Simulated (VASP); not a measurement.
# SnO (Pmn2_1) in VASP: notebook

Runs on SnO. Level: PBE+D3(BJ). Tasks: relaxation of shape and atoms at fixed volume, single point.

Everything below comes from runs of VASP 6.6.1. Logs are shortened: lines on timing, memory, paths and dates and some standing lists are left out, and cuts for length are marked.

## 1. The cell of the first run

It takes space group Pmn2_1 (No. 31, orthorhombic). The conventional cell has a = 3.312 Å, b = 5.654 Å, c = 3.882 Å, α = 90.00°, β = 90.00°, γ = 90.00°. Within 2.8 Å of Sn (site symmetry m) lie 3 O at 2.13 to 2.14 Å. Within 2.9 Å of O (site symmetry m) lie 3 Sn at 2.13 to 2.14 Å and 4 O at 2.87 Å.

## 2. Relaxation of shape and atoms at fixed volume, PBE+D3(BJ) (18.17 Å³/atom)

Input file INCAR:

```
ALGO     = Normal         # electronic algorithm
EDIFF    = 1E-6           # SCF threshold, eV
EDIFFG   = -0.01          # ionic threshold
ENCUT    = 600            # plane-wave cutoff, eV
GGA      = PE             # functional
IBRION   = 2              # ionic algorithm
ISIF     = 4              # what is computed and relaxed
ISMEAR   = 0              # smearing method
IVDW     = 12             # dispersion correction
LASPH    = T              # aspherical terms in the spheres
LCHARG   = F              # write CHGCAR
LREAL    = F              # projectors in reciprocal space
LWAVE    = F              # write WAVECAR
NELM     = 100            # most SCF steps
NSW      = 50             # ionic steps
PREC     = Accurate       # precision mode
SIGMA    = 0.02           # smearing width, eV
```

Input file KPOINTS:

```
k-points
0
Gamma
  8 6 6
```

Input file POSCAR:

```
SnO
1.0
    3.3118716641      0.0000000000      0.0000000000
    0.0000000000      5.6541556554      0.0000000000
    0.0000000000      0.0000000000      3.8817487267
Sn O
2 2
Direct
    0.0000000000      0.2347370267      0.5269398131
    0.5000000000      0.7652629733      0.0269398131
    0.0000000000      0.8833579731      0.7230611869
    0.5000000000      0.1166420269      0.2230611869
```

Potentials or basis: VASP PAW PBE potentials, release 64 (Sn_d, O).

Run with:

```bash
> cat potpaw_PBE.64/Sn_d/POTCAR potpaw_PBE.64/O/POTCAR > POTCAR
> mpirun -np 1 vasp_std > vasp.out
```

OUTCAR:

```text
EDIFF = 1E-6
   EDIFFG = -0.01
   ENCUT = 600
   GGA = PE
   IBRION = 2
   ISIF = 4
   ISMEAR = 0
   IVDW = 12
   LASPH = T
   LREAL = F
   NELM = 100
   NSW = 50
   PREC = Accurate
 IVDW          = 12

 ion  position               nearest neighbor table
   1  0.000  0.235  0.527-   3 2.13   4 2.14   4 2.14   2 3.68   2 3.68   2 3.68   2 3.68
   2  0.500  0.765  0.027-   4 2.13   3 2.14   3 2.14   1 3.68   1 3.68   1 3.68   1 3.68
   3  0.000  0.883  0.723-   1 2.13   2 2.14   2 2.14
   4  0.500  0.117  0.223-   2 2.13   1 2.14   1 2.14

  LATTYP: Found a simple orthorhombic cell.
 ALAT       =     3.3118716641
 B/A-ratio  =     1.1720709980
 C/A-ratio  =     1.7072387547

  Lattice vectors:

 A1 = (  -3.3118716641,   0.0000000000,   0.0000000000)
 A2 = (   0.0000000000,   0.0000000000,   3.8817487267)
 A3 = (   0.0000000000,   5.6541556554,   0.0000000000)

Analysis of symmetry for initial positions (statically):
=====================================================================
 Subroutine PRICEL returns:
 Original cell was already a primitive cell.

 Routine SETGRP: Setting up the symmetry group for a
 simple orthorhombic supercell.

 Subroutine GETGRP returns: Found  4 space group operations
 (whereof  2 operations were pure point group operations)
 out of a pool of  8 trial point group operations.

The static configuration has the point symmetry C_1h.
 The point group associated with its full space group is C_2v.

Analysis of symmetry for dynamics (positions and initial velocities):
=====================================================================
 Subroutine PRICEL returns:
 Original cell was already a primitive cell.

 Routine SETGRP: Setting up the symmetry group for a
 simple orthorhombic supercell.

 Subroutine GETGRP returns: Found  4 space group operations
 (whereof  2 operations were pure point group operations)
 out of a pool of  8 trial point group operations.

The dynamic configuration has the point symmetry C_1h.
 The point group associated with its full space group is C_2v.

 Subroutine INISYM returns: Found  4 space group operations
 (whereof  2 operations are pure point group operations),
 and found     1 'primitive' translations

----------------------------------------------------------------------------------------

                                     Primitive cell

  volume of cell :      72.6890

  direct lattice vectors                    reciprocal lattice vectors
     3.311871664  0.000000000  0.000000000     0.301944067  0.000000000  0.000000000
     0.000000000  5.654155655  0.000000000     0.000000000  0.176861067  0.000000000
     0.000000000  0.000000000  3.881748727     0.000000000  0.000000000  0.257615851

  length of vectors
     3.311871664  5.654155655  3.881748727     0.301944067  0.176861067  0.257615851

[... 87 lines left out ...]
   NSW    =     50    number of steps for IOM
   IBRION =      2    ionic relax: 0-MD 1-quasi-New 2-CG
   NFREE  =      1    steps in history (QN), initial steepest desc. (CG)
   ISIF   =      4    stress and relaxation
   ISYM   =      2    0-nonsym 1-usesym 2-fastsym
   POTIM  = 0.5000    time-step for ionic-motion
   TEBEG  =    0.0;   TEEND  =   0.0 temperature during run
   PSTRESS=    0.0 pullay stress
   NELECT =      40.0000    total number of electrons
   NUPDOWN=      -1.0000    fix difference up-down
   EMIN   =  10.00;   EMAX   =-10.00  energy-range for DOS
   EFERMI =   0.00;   METHOD = LEGACY
   ISMEAR =     0;   SIGMA  =   0.02  broadening in eV -4-tet -1-fermi 0-gaus
   EFERMI_NEDOS =   21; number of points for ismear=-14 and -15
   IALGO  =     38    algorithm
   IMIX   =      4    mixing-type and parameters
     AMIX     =   0.40;   BMIX     =  1.00
     AMIX_MAG =   1.60;   BMIX_MAG =  1.00
  volume/ion in A,a.u.               =      18.17       122.63
  Fermi-wavevector in a.u.,A,eV,Ry     =   1.341545  2.535153 24.486993  1.799743
  Thomas-Fermi vector in A             =   2.469770
   LORBIT       =      0    0 simple, 1 ext, 2 COOP (PROOUT), +10 PAW based schemes
   GGA     = PE    functional components
   LHFCALC =     F    Hartree Fock is set to
   AEXX    =    0.0000 exact exchange contribution
   IVDW    =    12    specifies the selected vdW correction
   LEPSILON=     F    determine dielectric tensor
   LRPA    =     F    only Hartree local field effects (RPA)
 conjugate gradient relaxation of ions
 non-spin polarized calculation
 Gauss-broadening in eV      SIGMA  =   0.02
  energy-cutoff  :      600.00
  volume of cell :       72.69
 maximum number of plane-waves:      2456
 NGX is ok and might be reduce to    28
   NGX = 13   NGY = 23   NGZ = 15

--------------------------------------- Ionic step        1  -------------------------------------------

 number of electron      40.0000008 magnetization

 Free energy of the ion-electron system (eV)
  ---------------------------------------------------
  ext. energy  EPLUGINS =         0.00000000
  ---------------------------------------------------
  free energy    TOTEN  =       -22.35226532 eV

  energy without entropy =      -22.35226532  energy(sigma->0) =      -22.35226532

------------------------ aborting loop because EDIFF is reached ----------------------------------------

 Edisp (eV)   -0.91242

 E8    (eV) :    -0.3971
[... 111 lines left out ...]
  FREE ENERGIE OF THE ION-ELECTRON SYSTEM (eV)
  ---------------------------------------------------
  free  energy   TOTEN  =       -23.2824658949 eV

  energy  without entropy=      -23.2824658949  energy(sigma->0) =      -23.28246589

[... ionic steps 4 to 11 ...]

--------------------------------------- Ionic step       12  -------------------------------------------

 number of electron      40.0000008 magnetization

------------------------ aborting loop because EDIFF is reached ----------------------------------------
[... 79 lines left out ...]
--------------------------------------- Ionic step       14  -------------------------------------------

 number of electron      40.0000009 magnetization

 Free energy of the ion-electron system (eV)
  ---------------------------------------------------
  ext. energy  EPLUGINS =         0.00000000
  ---------------------------------------------------
  free energy    TOTEN  =       -22.37315371 eV

  energy without entropy =      -22.37315371  energy(sigma->0) =      -22.37315371

 E-fermi :   6.0667     XC(G=0): -10.1154

 val. band max:        5.9101530082   @ k =   0.0000   0.0000   0.0000
 cond. band min:       7.1334018393   @ k =   0.3750   0.5000   0.0000
 fundamental gap:      1.2232488311
 Fermi energy:         6.0667197907

 k-point     1 :       0.0000    0.0000    0.0000
  band No.  band energies     occupation
      1     -15.3219      2.00000
      2     -15.0255      2.00000
      3     -14.9695      2.00000
      4     -14.9112      2.00000
      5     -14.8849      2.00000
      6     -14.8702      2.00000
[... 637 lines left out ...]
     23      10.4938      0.00000
     24      10.9336      0.00000

 [... further k-points ...]

------------------------ aborting loop because EDIFF is reached ----------------------------------------

 Edisp (eV)   -0.91275

 E8    (eV) :    -0.3972
[... 27 lines left out ...]
  FREE ENERGIE OF THE ION-ELECTRON SYSTEM (eV)
  ---------------------------------------------------
  free  energy   TOTEN  =       -23.2859064575 eV

  energy  without entropy=      -23.2859064575  energy(sigma->0) =      -23.28590646

 reached required accuracy - stopping structural energy minimisation
```

Run time: 8.8 min. Hardware: 1 thread of Oxide Virtual Turin-like, shared host; peak memory 0.28 GiB.

Results:

- Free energy: -23.2859 eV
- Energy gained by relaxing: 5.3 meV/atom
- Ionic steps: 14
- Pressure after relaxing: 0.3 GPa
- Largest force after relaxing: 0.009 eV/Å
- Band gap on the k mesh: 1.22 eV (least direct gap 1.81 eV)
- Dispersion energy per atom: -0.228 eV

Forces on the atoms (eV/Å):
```
Sn   0.000 -0.008 -0.005
Sn   0.000  0.008 -0.005
O    0.000 -0.004  0.005
O    0.000  0.004  0.005
```

Step by step:
| step | energy change (eV) | largest force (eV/Å) | pressure (GPa) | volume (Å³) |
| --- | --- | --- | --- | --- |
| 1 | 0.0000 | 0.5346 | 2.89 | 72.69 |
| 2 | -0.0176 | 0.0720 | 0.98 | 72.69 |
| 3 | -0.0178 | 0.0693 | 0.76 | 72.69 |
| 4 | -0.0190 | 0.0621 | 0.65 | 72.69 |
| 5 | -0.0198 | 0.0513 | 0.51 | 72.69 |
| 6 | -0.0202 | 0.0290 | 0.41 | 72.69 |
| 7 | -0.0202 | 0.0321 | 0.42 | 72.69 |
| 8 | -0.0205 | 0.0258 | 0.41 | 72.69 |
| 9 | -0.0210 | 0.0129 | 0.38 | 72.69 |
| 10 | -0.0206 | 0.0303 | 0.35 | 72.69 |
| 11 | -0.0210 | 0.0131 | 0.38 | 72.69 |
| 12 | -0.0212 | 0.0107 | 0.33 | 72.69 |
| 13 | -0.0212 | 0.0201 | 0.27 | 72.69 |
| 14 | -0.0212 | 0.0090 | 0.30 | 72.69 |

Final structure:
```
Sn O
1.0
     3.34810    0.00000    0.00000
     0.00000    5.69864    0.00000
     0.00000    0.00000    3.80977
Sn O
2 2
Direct
  0.00000 0.23762 0.53382
  0.50000 0.76238 0.03382
  0.00000 0.87988 0.71618
  0.50000 0.12012 0.21618
```

Caveat: spin-orbit coupling is left out, which moves the levels of the heavy elements. A k mesh can miss the band edges.

## 3. Relaxation of shape and atoms at fixed volume, PBE+D3(BJ) (19.30 Å³/atom)

This run uses another cell than the first one, of 19.30 Å³/atom.

Input file INCAR:

```
PREC = Accurate ; ENCUT = 600
EDIFF = 1E-6 ; ISMEAR = 0
SIGMA = 0.02 ; LREAL = F
LASPH = T ; NELM = 80
ALGO = Normal ; ISIF = 4
LWAVE = F ; LCHARG = F
GGA = PE ; IVDW = 12
IBRION = 2 ; NSW = 50
EDIFFG = -0.01
```

Input file KPOINTS:

```
regular mesh
0
Gamma
  8 6 6
```

Input file POSCAR:

```
SnO
1.0
    3.3787961934      0.0000000000      0.0000000000
    0.0000000000      5.7684118054      0.0000000000
    0.0000000000      0.0000000000      3.9601890265
Sn O
2 2
Direct
    0.0000000000      0.2347370267      0.5269398131
    0.5000000000      0.7652629733      0.0269398131
    0.0000000000      0.8833579731      0.7230611869
    0.5000000000      0.1166420269      0.2230611869
```

Potentials or basis: VASP PAW PBE potentials, release 64 (Sn_d, O).

Run with:

```bash
> cat potpaw_PBE.64/Sn_d/POTCAR potpaw_PBE.64/O/POTCAR > POTCAR
> mpirun -np 1 vasp_std > vasp.out
```

Run time: 8.2 min. Hardware: 1 thread of Oxide Virtual Turin-like, shared host; peak memory 0.29 GiB.

It converged, with:

| Property | Result |
| --- | --- |
| Free energy | -23.2859 eV |
| Energy gained by relaxing | 2.3 meV/atom |
| Ionic steps | 10 |
| Pressure after relaxing | -0.6 GPa |
| Largest force after relaxing | 0.005 eV/Å |
| Band gap on the k mesh | 1.39 eV (least direct gap 2.01 eV) |
| Dispersion energy per atom | -0.215 eV |

Forces on the atoms (eV/Å):
```
Sn   0.000  0.005 -0.001
Sn   0.000 -0.005 -0.001
O    0.000  0.002  0.001
O    0.000 -0.002  0.001
```

The path:
```csv
step,energy change (eV),largest force (eV/Å),pressure (GPa),volume (Å³)
1,0.0000,0.3290,-2.19,77.19
2,-0.0073,0.0590,-1.15,77.19
3,-0.0077,0.0518,-0.87,77.19
4,-0.0083,0.0465,-0.80,77.19
5,-0.0088,0.0374,-0.66,77.19
6,-0.0090,0.0150,-0.63,77.19
7,-0.0090,0.0123,-0.64,77.19
8,-0.0090,0.0118,-0.64,77.19
9,-0.0090,0.0102,-0.64,77.19
10,-0.0091,0.0051,-0.65,77.19
```

Final structure:
```
Sn O
1.0
     3.35843    0.00000    0.00000
     0.00000    5.77907    0.00000
     0.00000    0.00000    3.97686
Sn O
2 2
Cartesian
  0.0000 1.3384 2.0851
  1.6792 4.4407 0.0967
  0.0000 5.1203 2.8859
  1.6792 0.6588 0.8975
```

Levels at points of the mesh, in eV from the valence-band top:
```
           k point  band 18  band 19  band 20  band 21  band 22  band 23
(0.00, 0.00, 0.00)    -2.58    -2.06     0.00     3.21     3.23     6.11
(0.50, 0.00, 0.00)    -2.58    -1.20    -1.20     2.55     2.55     5.71
(0.00, 0.50, 0.00)    -2.60    -1.70    -1.41     3.37     4.37     5.06
(0.50, 0.50, 0.00)    -2.60    -0.98    -0.98     1.96     1.96     6.36
(0.00, 0.00, 0.50)    -3.13    -1.45    -1.45     2.54     2.54     5.39
(0.50, 0.00, 0.50)    -3.34    -1.11    -1.11     2.28     2.28     4.59
(0.00, 0.50, 0.50)    -2.90    -1.44    -1.44     1.95     1.95     5.94
(0.50, 0.50, 0.50)    -3.58    -0.46    -0.46     2.50     2.50     4.18
```

Caveat: spin-orbit coupling is left out, which moves the levels of the heavy elements.

## 4. Single point, PBE+D3(BJ) (20.61 Å³/atom)

This run uses another cell than the first one, of 20.61 Å³/atom.

Input file INCAR:

```
  PREC = Accurate
  ENCUT = 520
  EDIFF = 1E-6
  ISMEAR = 0
  SIGMA = 0.02
  LREAL = False
  LASPH = True
  NELM = 80
  ALGO = Normal
  ISIF = 2
  LWAVE = False
  LCHARG = True
  GGA = PE
  IVDW = 12
  LELF = True
  LVHAR = True
  NBANDS = 28
```

Input file KPOINTS:

```
Automatic mesh
0
Gamma
  8 6 6
```

Input file POSCAR:

```
SnO
1.0
    3.3565798885      0.0000000000      0.0000000000
    0.0000000000      5.8093018299      0.0000000000
    0.0000000000      0.0000000000      4.2273548068
Sn O
2 2
Direct
    0.0000000000      0.2260434713      0.5108393976
    0.5000000000      0.7739565287      0.0108393976
    0.0000000000      0.8967714463      0.7391616024
    0.5000000000      0.1032285537      0.2391616024
```

Run with:

```bash
> cat potpaw_PBE.64/Sn_d/POTCAR potpaw_PBE.64/O/POTCAR > POTCAR
> mpirun -np 1 vasp_std > vasp.out
```

It took 5 min on 1 thread of Oxide Virtual Turin-like, shared host; peak memory 0.27 GiB.

It converged, with:

| Quantity | Value |
| --- | --- |
| Free energy | -23.2582 eV |
| Pressure | -0.8 GPa |
| Largest force | 0.079 eV/Å |
| Band gap on the k mesh | 1.53 eV (least direct gap 2.24 eV) |
| Dispersion energy per atom | -0.201 eV |

Forces in eV/Å, atoms in the order of the input:
```
Sn   0.000  0.075  0.025
Sn   0.000 -0.075  0.025
O    0.000  0.004 -0.025
O    0.000 -0.004 -0.025
```

Levels at points of the mesh, in eV from the valence-band top:
```tsv
k point	band 16	band 17	band 18	band 19	band 20	band 21	band 22	band 23	band 24	band 25
(0.00, 0.00, 0.00)	-3.82	-3.50	-2.63	-1.99	0.00	2.73	3.08	5.82	6.00	7.99
(0.50, 0.00, 0.00)	-4.44	-2.55	-2.55	-1.18	-1.18	2.58	2.58	5.59	5.59	6.62
(0.00, 0.50, 0.00)	-4.00	-3.80	-2.64	-1.61	-1.37	3.33	4.02	4.93	5.03	7.01
(0.50, 0.50, 0.00)	-4.32	-2.61	-2.61	-0.87	-0.87	1.92	1.92	6.33	6.33	7.18
(0.00, 0.00, 0.50)	-3.30	-3.19	-3.19	-1.67	-1.67	2.64	2.64	5.17	5.17	8.03
(0.50, 0.00, 0.50)	-4.05	-3.10	-3.10	-0.95	-0.95	2.21	2.21	4.52	4.52	6.89
(0.00, 0.50, 0.50)	-3.19	-2.90	-2.90	-1.49	-1.49	1.92	1.92	5.90	5.90	7.94
(0.50, 0.50, 0.50)	-4.16	-3.31	-3.31	-0.44	-0.44	2.54	2.54	4.11	4.11	6.12
```

Caveat: spin-orbit coupling is left out, which moves the levels of the heavy elements.

(Part 1 of 3 ends here.)
